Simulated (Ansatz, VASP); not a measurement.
## AlGa3As4: VASP beside Ansatz

INCAR

```
SYSTEM = AlGa3As4
  PREC = Accurate
  ENCUT = 600
  EDIFF = 1E-6
  ISMEAR = 0
  SIGMA = 0.02
  LREAL = .FALSE.
  LASPH = .TRUE.
  NELM = 100
  ALGO = Normal
  ISIF = 3
  LWAVE = .FALSE.
  LCHARG = .FALSE.
  GGA = PE
  IBRION = 2
  NSW = 100
  EDIFFG = -0.01
```

Contents of KPOINTS:

```
regular mesh
0
G
  6 6 6
  0 0 0
```

The input POSCAR:

```
AlGa3As4
1.0
    5.7299542621      0.0000000000      0.0000000000
    0.0000000000      5.7299542621      0.0000000000
    0.0000000000      0.0000000000      5.7299542621
Al Ga As
1 3 4
Direct
    0.5000000000      0.5000000000      0.5000000000
    0.5000000000      0.0000000000      0.0000000000
    0.0000000000      0.0000000000      0.5000000000
    0.0000000000      0.5000000000      0.0000000000
    0.7493532455      0.2506467545      0.7493532455
    0.7493532455      0.7493532455      0.2506467545
    0.2506467545      0.2506467545      0.2506467545
    0.2506467545      0.7493532455      0.7493532455
```

Input for Ansatz:

```yaml
crystal:
  lattice:
    - [5.7299542621, 0.0, 0.0]
    - [0.0, 5.7299542621, 0.0]
    - [0.0, 0.0, 5.7299542621]
  atoms:
    - { symbol: Al, position: [0.5, 0.5, 0.5] }
    - { symbol: Ga, position: [0.5, 0.0, 0.0] }
    - { symbol: Ga, position: [0.0, 0.0, 0.5] }
    - { symbol: Ga, position: [0.0, 0.5, 0.0] }
    - { symbol: As, position: [0.7493532455, 0.2506467545, 0.7493532455] }
    - { symbol: As, position: [0.7493532455, 0.7493532455, 0.2506467545] }
    - { symbol: As, position: [0.2506467545, 0.2506467545, 0.2506467545] }
    - { symbol: As, position: [0.2506467545, 0.7493532455, 0.7493532455] }
basis:
  ecutwfc: 420
kpoints:
  mp_grid: { grid: [6, 6, 6] }
hamiltonian:
  xc: pbe
scf:
  occupations: { method: gaussian, width: 0.02 }
output:
  forces: true
  stress: true
  eigenvalues: true
  write_density: true
  write_potential: true
  elf: true
  volumetric_format: npy
relax:
  adjacent_minimum: "off"
  f_tol: 0.01
  max_steps: 80
  cell: { stress_tol: 0.05 }
```

Alike in both runs: task relaxation of cell and atoms; functional PBE; k mesh 6 × 6 × 6; occupations gaussian, width 0.02 eV; no spin polarisation.

|  | VASP | Ansatz |
| --- | --- | --- |
| version | VASP 6.6.1 | Ansatz 0.2.0 |
| potentials or method | VASP PAW PBE potentials, release 64 (Al, Ga_d, As), cutoff 600 eV | scalar-relativistic, plane waves, PAW |
| valence electrons in the cell | 62 | 102 |

|  | VASP | Ansatz | Ansatz less VASP |
| --- | --- | --- | --- |
| gap on the k mesh at the Fermi level, each at its own relaxed structure (eV) | 0.53 | 0.54 | +0.018 |
| relaxed volume (Å³/atom) | 23.71 | 23.64 | -0.069 |
| relaxed length of the cell vector where the two differ most in proportion (Å) | 5.746 | 5.740 | -0.0056 |

VASP's potentials hold 62 valence electrons a cell and Ansatz's 102, so a difference there can come from the potentials and not from the codes.
